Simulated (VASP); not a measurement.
# DyW2 (F-43m) in VASP: settings compared

Aim: see how the results for DyW2 move with the level of theory and the settings. Levels: PBE, PBE+U. Tasks: relaxation of cell and atoms, single point.

Everything below comes from runs of VASP 6.6.1. Logs are shortened: lines on timing, memory, paths and dates and some standing lists are left out, and cuts for length are marked.

### 1 The cell of the first run

It takes space group F-43m (No. 216, cubic). Conventional cell: a = 6.416 Å, b = 6.416 Å, c = 6.416 Å, α = 90.00°, β = 90.00°, γ = 90.00°. Within 3.7 Å of Dy (site symmetry -43m) lie 10 W at 2.78 to 3.21 Å. W (site symmetry -43m) has 4 W at 2.78 Å and 6 Dy at 3.21 Å within 3.7 Å. Within 3.7 Å of W (site symmetry -43m) lie 4 Dy at 2.78 Å and 4 W at 2.78 Å.

The cell was generated, and may not be a known phase.

### 2 Relaxation of cell and atoms, PBE

File INCAR:

```
PREC = Accurate
ENCUT = 500
EDIFF = 1E-7
ISMEAR = 0
SIGMA = 0.1
LREAL = F
LASPH = T
NELM = 200
ALGO = Normal
ISIF = 3
LWAVE = F
LCHARG = F
GGA = PE
IBRION = 2
NSW = 100
EDIFFG = -0.01
GGA_COMPAT = F
NELMIN = 4
LMAXMIX = 6
```

File KPOINTS:

```
Automatic mesh
0
Gamma
  12 12 12
```

File POSCAR:

```
DyW2
1.0
    0.0000000000      3.2078191263      3.2078191263
    3.2078191263      0.0000000000      3.2078191263
    3.2078191263      3.2078191263      0.0000000000
Dy W
1 2
Direct
    0.5000000000      0.5000000000      0.5000000000
    0.0000000000      0.0000000000      0.0000000000
    0.2500000000      0.2500000000      0.2500000000
```

Potentials or basis: VASP PAW PBE potentials, release 64 (Dy_3, W_sv), 4f in core.

On the command line:

```console
$ cat potpaw_PBE.64/Dy_3/POTCAR potpaw_PBE.64/W_sv/POTCAR > POTCAR
$ mpirun -np 1 vasp_std > vasp.out
```

OUTCAR:

```text
PREC = Accurate
   ENCUT = 500
   EDIFF = 1E-7
   ISMEAR = 0
   LREAL = F
   LASPH = T
   NELM = 200
   ISIF = 3
   GGA = PE
   IBRION = 2
   NSW = 100
   EDIFFG = -0.01
   NELMIN = 4

 ion  position               nearest neighbor table
   1  0.500  0.500  0.500-   3 2.78   3 2.78   3 2.78   3 2.78   2 3.21   2 3.21   2 3.21   2 3.21
                             2 3.21   2 3.21
   2  0.000  0.000  0.000-   3 2.78   3 2.78   3 2.78   3 2.78   1 3.21   1 3.21   1 3.21   1 3.21
                             1 3.21   1 3.21
   3  0.250  0.250  0.250-   2 2.78   2 2.78   2 2.78   1 2.78   2 2.78   1 2.78   1 2.78   1 2.78

  LATTYP: Found a face centered cubic cell.
 ALAT       =     6.4156382526

  Lattice vectors:

 A1 = (   0.0000000000,   3.2078191263,   3.2078191263)
 A2 = (   3.2078191263,   0.0000000000,   3.2078191263)
 A3 = (   3.2078191263,   3.2078191263,   0.0000000000)

Analysis of symmetry for initial positions (statically):
=====================================================================
 Subroutine PRICEL returns:
 Original cell was already a primitive cell.

 Routine SETGRP: Setting up the symmetry group for a
 face centered cubic supercell.

 Subroutine GETGRP returns: Found 24 space group operations
 (whereof 24 operations were pure point group operations)
 out of a pool of 48 trial point group operations.

The static configuration has the point symmetry T_d .

Analysis of symmetry for dynamics (positions and initial velocities):
=====================================================================
 Subroutine PRICEL returns:
 Original cell was already a primitive cell.

 Routine SETGRP: Setting up the symmetry group for a
 face centered cubic supercell.

 Subroutine GETGRP returns: Found 24 space group operations
 (whereof 24 operations were pure point group operations)
 out of a pool of 48 trial point group operations.

The dynamic configuration has the point symmetry T_d .

 Subroutine INISYM returns: Found 24 space group operations
 (whereof 24 operations are pure point group operations),
 and found     1 'primitive' translations

----------------------------------------------------------------------------------------

                                     Primitive cell

  volume of cell :      66.0176

  direct lattice vectors                    reciprocal lattice vectors
     0.000000000  3.207819126  3.207819126    -0.155869137  0.155869137  0.155869137
     3.207819126  0.000000000  3.207819126     0.155869137 -0.155869137  0.155869137
     3.207819126  3.207819126  0.000000000     0.155869137  0.155869137 -0.155869137

  length of vectors
     4.536541314  4.536541314  4.536541314     0.269973265  0.269973265  0.269973265

  position of ions in fractional coordinates (direct lattice)
     0.500000000  0.500000000  0.500000000
     0.000000000  0.000000000  0.000000000
     0.250000000  0.250000000  0.250000000

  ion indices of the primitive-cell ions
   primitive index   ion index
                 1           1
                 2           2
                 3           3

----------------------------------------------------------------------------------------

 KPOINTS: Automatic mesh

Automatic generation of k-mesh.
 Grid dimensions read from file:
 generate k-points for:   12   12   12

 Generating k-lattice:

  Cartesian coordinates                     Fractional coordinates (reciprocal lattice)
    -0.012989095  0.012989095  0.012989095     0.083333333  0.000000000  0.000000000
     0.012989095 -0.012989095  0.012989095     0.000000000  0.083333333  0.000000000
     0.012989095  0.012989095 -0.012989095     0.000000000  0.000000000  0.083333333

  Length of vectors
     0.022497772  0.022497772  0.022497772

  Shift w.r.t. Gamma in fractional coordinates (k-lattice)
     0.000000000  0.000000000  0.000000000

 Subroutine IBZKPT returns following result:
 ===========================================

 Found     72 irreducible k-points:

 Following reciprocal coordinates:
            Coordinates               Weight
  0.000000  0.000000  0.000000      1.000000
  0.083333  0.000000  0.000000      8.000000
  0.166667  0.000000  0.000000      8.000000
  0.250000  0.000000  0.000000      8.000000
  0.333333  0.000000  0.000000      8.000000
  0.416667  0.000000  0.000000      8.000000
[... 16 lines left out ...]
  0.500000  0.166667  0.000000     24.000000
 -0.416667  0.166667  0.000000     24.000000
 [... further k-points ...]
   k-points           NKPTS =     72   k-points in BZ     NKDIM =     72   number of bands    NBANDS=     22
   number of dos      NEDOS =    301   number of ions     NIONS =      3
   total plane-waves  NPLWV =  46656
   dimension x,y,z NGX =    36 NGY =   36 NGZ =   36
   dimension x,y,z NGXF=    72 NGYF=   72 NGZF=   72
   ions per type =               1   2
   NGX,Y,Z   is equivalent  to a cutoff of  13.19, 13.19, 13.19 a.u.
   NGXF,Y,Z  is equivalent  to a cutoff of  26.39, 26.39, 26.39 a.u.
 SYSTEM =  unknown system
   PREC   = accura    normal or accurate (medium, high low for compatibility)
   ISTART =      0    job   : 0-new  1-cont  2-samecut
   ICHARG =      2    charge: 1-file 2-atom 10-const
   ISPIN  =      1    spin polarized calculation?
   LNONCOLLINEAR =      F non collinear calculations
   LSORBIT =      F    spin-orbit coupling
   LASPH  =      T    aspherical Exc in radial PAW
   ENCUT  =  500.0 eV  36.75 Ry    6.06 a.u.   8.27  8.27  8.27*2*pi/ulx,y,z
   NELM   =    200;   NELMIN=  4; NELMDL= -5     # of ELM steps
   EDIFF  = 0.1E-06   stopping-criterion for ELM
   LREAL  =      F    real-space projection
   EDIFFG = -.1E-01   stopping-criterion for IOM
   NSW    =    100    number of steps for IOM
   IBRION =      2    ionic relax: 0-MD 1-quasi-New 2-CG
   NFREE  =      1    steps in history (QN), initial steepest desc. (CG)
   ISIF   =      3    stress and relaxation
   ISYM   =      2    0-nonsym 1-usesym 2-fastsym
   POTIM  = 0.5000    time-step for ionic-motion
   TEBEG  =    0.0;   TEEND  =   0.0 temperature during run
   PSTRESS=    0.0 pullay stress
   NELECT =      37.0000    total number of electrons
   NUPDOWN=      -1.0000    fix difference up-down
   EMIN   =  10.00;   EMAX   =-10.00  energy-range for DOS
   EFERMI =   0.00;   METHOD = LEGACY
   ISMEAR =     0;   SIGMA  =   0.10  broadening in eV -4-tet -1-fermi 0-gaus
   EFERMI_NEDOS =   21; number of points for ismear=-14 and -15
   IALGO  =     38    algorithm
   IMIX   =      4    mixing-type and parameters
     AMIX     =   0.40;   BMIX     =  1.00
     AMIX_MAG =   1.60;   BMIX_MAG =  1.00
  volume/ion in A,a.u.               =      22.01       148.50
  Fermi-wavevector in a.u.,A,eV,Ry     =   1.349757  2.550671 24.787686  1.821844
  Thomas-Fermi vector in A             =   2.477317
   LORBIT       =      0    0 simple, 1 ext, 2 COOP (PROOUT), +10 PAW based schemes
   GGA     = PE    functional components
   LHFCALC =     F    Hartree Fock is set to
   AEXX    =    0.0000 exact exchange contribution
   IVDW    =     0    specifies the selected vdW correction
   LEPSILON=     F    determine dielectric tensor
   LRPA    =     F    only Hartree local field effects (RPA)
 conjugate gradient relaxation of ions
 non-spin polarized calculation
 Gauss-broadening in eV      SIGMA  =   0.10
  energy-cutoff  :      500.00
  volume of cell :       66.02
 maximum number of plane-waves:      1700
 NGX is ok and might be reduce to    36
   NGX = 17   NGY = 17   NGZ = 17

--------------------------------------- Ionic step        1  -------------------------------------------

 number of electron      36.9999999 magnetization

 Free energy of the ion-electron system (eV)
  ---------------------------------------------------
  ext. energy  EPLUGINS =         0.00000000
  ---------------------------------------------------
  free energy    TOTEN  =       -27.63948335 eV

  energy without entropy =      -27.62248557  energy(sigma->0) =      -27.63098446

------------------------ aborting loop because EDIFF is reached ----------------------------------------

  FORCE on cell =-STRESS in cart. coord.  units (eV):
  Direction    XX          YY          ZZ          XY          YZ          ZX
  --------------------------------------------------------------------------------------
  -------------------------------------------------------------------------------------
  Total        0.2049513      0.2049513      0.2049513      0.0000000     -0.0000000      0.0000000
  in kB        4.9739533      4.9739533      4.9739533      0.0000000     -0.0000000      0.0000000
  external PRESSURE =       4.9739533 kB  Pullay stress =       0.0000000 kB
[... 59 lines left out ...]
  energy  without entropy=      -27.6216592284  energy(sigma->0) =      -27.63027401

--------------------------------------- Ionic step        3  -------------------------------------------

 number of electron      36.9999998 magnetization

 Free energy of the ion-electron system (eV)
  ---------------------------------------------------
  ext. energy  EPLUGINS =         0.00000000
  ---------------------------------------------------
  free energy    TOTEN  =       -27.63986977 eV

  energy without entropy =      -27.62277649  energy(sigma->0) =      -27.63132313

 E-fermi :   6.0723     XC(G=0): -11.4619

 val. band max:        6.0722224728   @ k =  -0.1667   0.2500   0.0833
 cond. band min:       6.1038537864   @ k =  -0.1667   0.0833   0.0000
 fundamental gap:      0.0316313136
 Fermi energy:         6.0722773740

 k-point     1 :       0.0000    0.0000    0.0000
  band No.  band energies     occupation
      1     -67.5524      2.00000
      2     -67.0470      2.00000
      3     -31.8112      2.00000
      4     -31.8112      2.00000
      5     -31.8112      2.00000
      6     -31.2695      2.00000
[... 574 lines left out ...]
      6     -31.3148      2.00000
[... 14 lines left out ...]
     21       7.4261      0.00000
     22       7.6232      0.00000

 [... further k-points ...]

------------------------ aborting loop because EDIFF is reached ----------------------------------------

  FORCE on cell =-STRESS in cart. coord.  units (eV):
  Direction    XX          YY          ZZ          XY          YZ          ZX
  --------------------------------------------------------------------------------------
  -------------------------------------------------------------------------------------
  Total        0.0020142      0.0020142      0.0020142      0.0000000      0.0000000      0.0000000
  in kB        0.0486974      0.0486974      0.0486974      0.0000000      0.0000000      0.0000000
  external PRESSURE =       0.0486974 kB  Pullay stress =       0.0000000 kB
[... 18 lines left out ...]
  FREE ENERGIE OF THE ION-ELECTRON SYSTEM (eV)
  ---------------------------------------------------
  free  energy   TOTEN  =       -27.6398697713 eV

  energy  without entropy=      -27.6227764883  energy(sigma->0) =      -27.63132313

 reached required accuracy - stopping structural energy minimisation
```

It took 2.6 min on 1 thread of Intel Xeon 6975P-C (Granite Rapids), shared host; peak memory 0.26 GiB.

Results:

```
Free energy                           : -27.6399 eV
Relaxed volume                        : 22.09 Å³/atom
Relaxed cell                          : a = 4.542 Å, b = 4.542 Å, c = 4.542 Å, α = 60.00°, β = 60.00°, γ = 60.00°
Space group after relaxing (to 0.1 Å) : F-43m (No. 216)
Energy gained by relaxing             : 0.1 meV/atom
Ionic steps                           : 3
Pressure after relaxing               : 0.0 GPa
Band gap on the k mesh                : zero (an odd number of electrons rules out a gap without spin polarisation)
```

Step by step:
```
step  energy change (eV)  largest force (eV/Å)  pressure (GPa)  volume (Å³)
   1              0.0000                0.0000            0.50        66.02
   2              0.0006                0.0000           -0.77        66.67
   3             -0.0004                0.0000            0.00        66.27
```

Final structure:
```
CELL_PARAMETERS angstrom
0.00000 3.21188 3.21188
3.21188 0.00000 3.21188
3.21188 3.21188 0.00000
ATOMIC_POSITIONS crystal
Dy 0.50000 0.50000 0.50000
W 0.00000 0.00000 0.00000
W 0.25000 0.25000 0.25000
```

Caveat: spin-orbit coupling is left out, which moves the levels of the heavy elements; the 4f electrons are frozen in the core, so they carry no moment and show no levels.

### 3 Single point, PBE+U

File INCAR:

```
PREC = Accurate
ENCUT = 500
EDIFF = 1E-6
ISMEAR = 0
SIGMA = 0.1
LREAL = False
LASPH = True
NELM = 200
ALGO = Normal
ISIF = 2
LWAVE = False
LCHARG = False
LMAXMIX = 6
LDAU = True
LDAUTYPE = 2
LDAUL = -1 2
LDAUU = 0 3
LDAUJ = 0 0
LDAUPRINT = 1
GGA = PE
NBANDS = 26
GGA_COMPAT = False
```

File KPOINTS:

```
regular mesh
0
Gamma
  12 12 12
```

POSCAR is that of step 2.

Potentials or basis: VASP PAW PBE potentials, release 64 (Dy_3, W_sv), 4f in core.

On the command line:

```console
$ cat potpaw_PBE.64/Dy_3/POTCAR potpaw_PBE.64/W_sv/POTCAR > POTCAR
$ mpirun -np 1 vasp_std > vasp.out
```

Run time: 67 s. Hardware: 1 thread of Intel Xeon 6975P-C (Granite Rapids), shared host; peak memory 0.27 GiB.

It converged, with:

- Free energy: -20.9123 eV
- Pressure: 3.4 GPa
- Band gap on the k mesh: zero (an odd number of electrons rules out a gap without spin polarisation)

Levels at points of the mesh, in eV from the Fermi level:
| k point | band 16 | band 17 | band 18 | band 19 | band 20 | band 21 |
| --- | --- | --- | --- | --- | --- | --- |
| (0.00, 0.00, 0.00) | -1.47 | -1.47 | -0.47 | -0.47 | -0.47 | 3.49 |
| (0.50, 0.00, 0.00) | -1.75 | -1.60 | -1.60 | 0.17 | 0.17 | 1.45 |
| (0.50, 0.50, 0.00) | -1.53 | -1.53 | -0.95 | 0.47 | 1.66 | 1.66 |

Eigenvalues of the final occupation matrices:
```tsv
site	spin	trace	eigenvalues
site 2 d	1	1.63	0.32 0.32 0.33 0.33 0.33
site 2 d	2	1.63	0.32 0.32 0.33 0.33 0.33
site 3 d	1	1.78	0.27 0.27 0.41 0.41 0.41
site 3 d	2	1.78	0.27 0.27 0.41 0.41 0.41
```

Caveat: the cell stands under pressure; spin-orbit coupling is left out, which moves the levels of the heavy elements; the 4f electrons are frozen in the core, so they carry no moment and show no levels; U without spin polarisation on a metal has little footing. Spin polarisation is off, so any magnetic state and its effect on volume and gap are missing.

The gap in the log of VASP goes by the Fermi energy; the results here count the filled bands.